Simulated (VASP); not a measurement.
# TiN (Fm-3m) in VASP: notebook

Runs on TiN. Level: PBEsol. Tasks: single point.

Program: VASP 6.6.1. These are calculated values, not measurements. Logs are shortened: lines on timing, memory, paths and dates and some standing lists are left out, and cuts for length are marked.

### 1 The cell of the first run

The structure is cubic, space group Fm-3m (No. 225). Conventional cell: a = 4.157 Å, b = 4.157 Å, c = 4.157 Å, α = 90.00°, β = 90.00°, γ = 90.00°. Ti (site symmetry m-3m) has 6 N at 2.08 Å within 2.8 Å. N (site symmetry m-3m) has 6 Ti at 2.08 Å within 2.8 Å.

### 2 Single point, PBEsol (volume scaled by 0.94)

INCAR reads:

```
PREC = Accurate ; ENCUT = 520
EDIFF = 1E-7 ; ISMEAR = -1
SIGMA = 0.05 ; LREAL = F
LASPH = T ; NELM = 100
ALGO = Normal ; ISIF = 2
LWAVE = F ; LCHARG = T
GGA = PS ; LELF = T
LVHAR = T ; NBANDS = 16
```

KPOINTS reads:

```
regular mesh
0
Gamma
  17 17 17
```

POSCAR reads:

```
TiN
1.0
    0.0000000000      2.0786817227      2.0786817227
    2.0786817227      0.0000000000      2.0786817227
    2.0786817227      2.0786817227      0.0000000000
Ti N
1 1
Direct
    0.0000000000      0.0000000000      0.0000000000
    0.5000000000      0.5000000000      0.5000000000
```

Potentials or basis: VASP PAW PBE potentials, release 64 (Ti_sv, N).

On the command line:

```bash
$ cat potpaw_PBE.64/Ti_sv/POTCAR potpaw_PBE.64/N/POTCAR > POTCAR
$ mpirun -np 1 vasp_std > vasp.out
```

OUTCAR:

```text
PREC = Accurate
   ENCUT = 520
   EDIFF = 1E-7
   ISMEAR = -1
   LREAL = F
   LASPH = T
   NELM = 100
   ISIF = 2
   GGA = PS

 ion  position               nearest neighbor table
   1  0.000  0.000  0.000-   2 2.08   2 2.08   2 2.08   2 2.08   2 2.08   2 2.08
   2  0.500  0.500  0.500-   1 2.08   1 2.08   1 2.08   1 2.08   1 2.08   1 2.08

  LATTYP: Found a face centered cubic cell.
 ALAT       =     4.1573634454

  Lattice vectors:

 A1 = (   0.0000000000,   2.0786817227,   2.0786817227)
 A2 = (   2.0786817227,   0.0000000000,   2.0786817227)
 A3 = (   2.0786817227,   2.0786817227,   0.0000000000)

Analysis of symmetry for initial positions (statically):
=====================================================================
 Subroutine PRICEL returns:
 Original cell was already a primitive cell.

 Routine SETGRP: Setting up the symmetry group for a
 face centered cubic supercell.

 Subroutine GETGRP returns: Found 48 space group operations
 (whereof 48 operations were pure point group operations)
 out of a pool of 48 trial point group operations.

The static configuration has the point symmetry O_h .

Analysis of symmetry for dynamics (positions and initial velocities):
=====================================================================
 Subroutine PRICEL returns:
 Original cell was already a primitive cell.

 Routine SETGRP: Setting up the symmetry group for a
 face centered cubic supercell.

 Subroutine GETGRP returns: Found 48 space group operations
 (whereof 48 operations were pure point group operations)
 out of a pool of 48 trial point group operations.

The dynamic configuration has the point symmetry O_h .

 Subroutine INISYM returns: Found 48 space group operations
 (whereof 48 operations are pure point group operations),
 and found     1 'primitive' translations

----------------------------------------------------------------------------------------

                                     Primitive cell

  volume of cell :      17.9636

  direct lattice vectors                    reciprocal lattice vectors
     0.000000000  2.078681723  2.078681723    -0.240537065  0.240537065  0.240537065
     2.078681723  0.000000000  2.078681723     0.240537065 -0.240537065  0.240537065
     2.078681723  2.078681723  0.000000000     0.240537065  0.240537065 -0.240537065

  length of vectors
     2.939699884  2.939699884  2.939699884     0.416622417  0.416622417  0.416622417

  position of ions in fractional coordinates (direct lattice)
     0.000000000  0.000000000  0.000000000
     0.500000000  0.500000000  0.500000000

  ion indices of the primitive-cell ions
   primitive index   ion index
                 1           1
                 2           2

----------------------------------------------------------------------------------------

 KPOINTS: regular mesh

Automatic generation of k-mesh.
 Grid dimensions read from file:
 generate k-points for:   17   17   17

 Generating k-lattice:

  Cartesian coordinates                     Fractional coordinates (reciprocal lattice)
    -0.014149239  0.014149239  0.014149239     0.058823529  0.000000000  0.000000000
     0.014149239 -0.014149239  0.014149239     0.000000000  0.058823529  0.000000000
     0.014149239  0.014149239 -0.014149239     0.000000000  0.000000000  0.058823529

  Length of vectors
     0.024507201  0.024507201  0.024507201

  Shift w.r.t. Gamma in fractional coordinates (k-lattice)
     0.000000000  0.000000000  0.000000000

 Subroutine IBZKPT returns following result:
 ===========================================

 Found    165 irreducible k-points:

 Following reciprocal coordinates:
            Coordinates               Weight
  0.000000  0.000000  0.000000      1.000000
  0.058824  0.000000  0.000000      8.000000
  0.117647  0.000000  0.000000      8.000000
  0.176471  0.000000  0.000000      8.000000
  0.235294  0.000000  0.000000      8.000000
  0.294118  0.000000  0.000000      8.000000
[... 16 lines left out ...]
 -0.176471  0.058824  0.000000     24.000000
 -0.117647  0.058824  0.000000     24.000000
 [... further k-points ...]
   k-points           NKPTS =    165   k-points in BZ     NKDIM =    165   number of bands    NBANDS=     16
   number of dos      NEDOS =    301   number of ions     NIONS =      2
   total plane-waves  NPLWV =  13824
   dimension x,y,z NGX =    24 NGY =   24 NGZ =   24
   dimension x,y,z NGXF=    48 NGYF=   48 NGZF=   48
   ions per type =               1   1
   NGX,Y,Z   is equivalent  to a cutoff of  13.57, 13.57, 13.57 a.u.
   NGXF,Y,Z  is equivalent  to a cutoff of  27.14, 27.14, 27.14 a.u.
 SYSTEM =  unknown system
   PREC   = accura    normal or accurate (medium, high low for compatibility)
   ISTART =      0    job   : 0-new  1-cont  2-samecut
   ICHARG =      2    charge: 1-file 2-atom 10-const
   ISPIN  =      1    spin polarized calculation?
   LNONCOLLINEAR =      F non collinear calculations
   LSORBIT =      F    spin-orbit coupling
   LASPH  =      T    aspherical Exc in radial PAW
   ENCUT  =  520.0 eV  38.22 Ry    6.18 a.u.   5.47  5.47  5.47*2*pi/ulx,y,z
   NELM   =    100;   NELMIN=  2; NELMDL= -5     # of ELM steps
   EDIFF  = 0.1E-06   stopping-criterion for ELM
   LREAL  =      F    real-space projection
   EDIFFG = 0.1E-05   stopping-criterion for IOM
   NSW    =      0    number of steps for IOM
   IBRION =     -1    ionic relax: 0-MD 1-quasi-New 2-CG
   NFREE  =      0    steps in history (QN), initial steepest desc. (CG)
   ISIF   =      2    stress and relaxation
   ISYM   =      2    0-nonsym 1-usesym 2-fastsym
   POTIM  = 0.5000    time-step for ionic-motion
   TEBEG  =    0.0;   TEEND  =   0.0 temperature during run
   PSTRESS=    0.0 pullay stress
   NELECT =      17.0000    total number of electrons
   NUPDOWN=      -1.0000    fix difference up-down
   EMIN   =  10.00;   EMAX   =-10.00  energy-range for DOS
   EFERMI =   0.00;   METHOD = LEGACY
   ISMEAR =    -1;   SIGMA  =   0.05  broadening in eV -4-tet -1-fermi 0-gaus
   EFERMI_NEDOS =   21; number of points for ismear=-14 and -15
   IALGO  =     38    algorithm
   IMIX   =      4    mixing-type and parameters
     AMIX     =   0.40;   BMIX     =  1.00
     AMIX_MAG =   1.60;   BMIX_MAG =  1.00
  volume/ion in A,a.u.               =       8.98        60.61
  Fermi-wavevector in a.u.,A,eV,Ry     =   1.607286  3.037330 35.148856  2.583368
  Thomas-Fermi vector in A             =   2.703339
   LORBIT       =      0    0 simple, 1 ext, 2 COOP (PROOUT), +10 PAW based schemes
   GGA     = PS    functional components
   LHFCALC =     F    Hartree Fock is set to
   AEXX    =    0.0000 exact exchange contribution
   IVDW    =     0    specifies the selected vdW correction
   LEPSILON=     F    determine dielectric tensor
   LRPA    =     F    only Hartree local field effects (RPA)
 non-spin polarized calculation
  energy-cutoff  :      520.00
  volume of cell :       17.96
 maximum number of plane-waves:       531
 NGX is ok and might be reduce to    24
   NGX = 11   NGY = 11   NGZ = 11

 number of electron      16.9999998 magnetization

 Free energy of the ion-electron system (eV)
  ---------------------------------------------------
  ext. energy  EPLUGINS =         0.00000000
  ---------------------------------------------------
  free energy    TOTEN  =       -20.76165502 eV

  energy without entropy =      -20.75557348  energy(sigma->0) =      -20.75861425

 E-fermi :  12.1384     XC(G=0): -13.5592

 val. band max:       12.1071046358   @ k =   0.1176   0.0588   0.0000
 cond. band min:      12.1402294691   @ k =  -0.1176   0.0588   0.0000
 fundamental gap:      0.0331248333
 Fermi energy:        12.1383797231

 k-point     1 :       0.0000    0.0000    0.0000
  band No.  band energies     occupation
      1     -45.3794      2.00000
      2     -21.4092      2.00000
      3     -21.4092      2.00000
      4     -21.4092      2.00000
      5      -5.2656      2.00000
      6      10.0491      2.00000
[... 8 lines left out ...]
     15      25.3815      0.00000
     16      32.7109      0.00000

 k-point     2 :       0.0588    0.0000    0.0000
  band No.  band energies     occupation
      1     -45.3751      2.00000
      2     -21.4387      2.00000
      3     -21.4115      2.00000
      4     -21.4115      2.00000
      5      -5.1893      2.00000
      6       9.6132      2.00000
[... 8 lines left out ...]
     15      25.4665      0.00000
     16      32.5935      0.00000

 k-point     3 :       0.1176    0.0000    0.0000
  band No.  band energies     occupation
      1     -45.3626      2.00000
      2     -21.5226      2.00000
      3     -21.4182      2.00000
      4     -21.4182      2.00000
      5      -4.9675      2.00000
      6       8.7155      2.00000
[... 8 lines left out ...]
     15      25.6283      0.00000
     16      32.2665      0.00000

 k-point     4 :       0.1765    0.0000    0.0000
  band No.  band energies     occupation
      1     -45.3437      2.00000
      2     -21.6474      2.00000
      3     -21.4282      2.00000
      4     -21.4282      2.00000
      5      -4.6197      2.00000
      6       7.6738      2.00000
[... 8 lines left out ...]
     15      25.6646      0.00000
     16      31.5949      0.00000
[... 324 lines left out ...]
 k-point    22 :      -0.2353    0.0588    0.0000
  band No.  band energies     occupation
      1     -45.3099      2.00000
      2     -21.8460      2.00000
      3     -21.4750      2.00000
      4     -21.4336      2.00000
      5      -3.9813      2.00000
      6       6.1882      2.00000
[... 8 lines left out ...]
     15      25.5072      0.00000
     16      29.5977      0.00000

 k-point    23 :      -0.1765    0.0588    0.0000
  band No.  band energies     occupation
      1     -45.3331      2.00000
      2     -21.7010      2.00000
      3     -21.4600      2.00000
      4     -21.4219      2.00000
      5      -4.4329      2.00000
      6       7.1621      2.00000
[... 8 lines left out ...]
     15      25.6565      0.00000
     16      30.4978      0.00000

 k-point    24 :      -0.1176    0.0588    0.0000
  band No.  band energies     occupation
      1     -45.3534      2.00000
      2     -21.5721      2.00000
      3     -21.4438      2.00000
      4     -21.4137      2.00000
      5      -4.8059      2.00000
      6       8.1307      2.00000
[... 8 lines left out ...]
     15      25.7058      0.00000
     16      31.3188      0.00000

 [... further k-points ...]

------------------------ aborting loop because EDIFF is reached ----------------------------------------

  FORCE on cell =-STRESS in cart. coord.  units (eV):
  Direction    XX          YY          ZZ          XY          YZ          ZX
  --------------------------------------------------------------------------------------
  -------------------------------------------------------------------------------------
  Total        1.2639706      1.2639706      1.2639706      0.0000000      0.0000000     -0.0000000
  in kB      112.7336504    112.7336504    112.7336504      0.0000000      0.0000000     -0.0000000
  external PRESSURE =     112.7336504 kB  Pullay stress =       0.0000000 kB

 VOLUME and BASIS-vectors are now :
 -----------------------------------------------------------------------------
  energy-cutoff  :      520.00
  volume of cell :       17.96
      direct lattice vectors                 reciprocal lattice vectors
     0.000000000  2.078681723  2.078681723    -0.240537065  0.240537065  0.240537065
     2.078681723  0.000000000  2.078681723     0.240537065 -0.240537065  0.240537065
     2.078681723  2.078681723  0.000000000     0.240537065  0.240537065 -0.240537065

 POSITION                                       TOTAL-FORCE (eV/Angst)
 -----------------------------------------------------------------------------------
      0.00000      0.00000      0.00000         0.000000      0.000000      0.000000
      2.07868      2.07868      2.07868         0.000000      0.000000      0.000000
 -----------------------------------------------------------------------------------
    total drift:                                0.000000     -0.000000     -0.000000

  FREE ENERGIE OF THE ION-ELECTRON SYSTEM (eV)
  ---------------------------------------------------
  free  energy   TOTEN  =       -20.7616550181 eV

  energy  without entropy=      -20.7555734768  energy(sigma->0) =      -20.75861425
```

Wall time 54 s (1 thread of Intel Xeon Platinum 8259CL at 2.50GHz (Skylake/Cascade Lake), shared host); peak memory 0.18 GiB.

What came out:

- Free energy: -20.7617 eV
- Pressure: 11.3 GPa

Caveat: the PAW data sets were made with another functional, which shifts forces and pressure a little.

(Continued in part 2 of 2.)
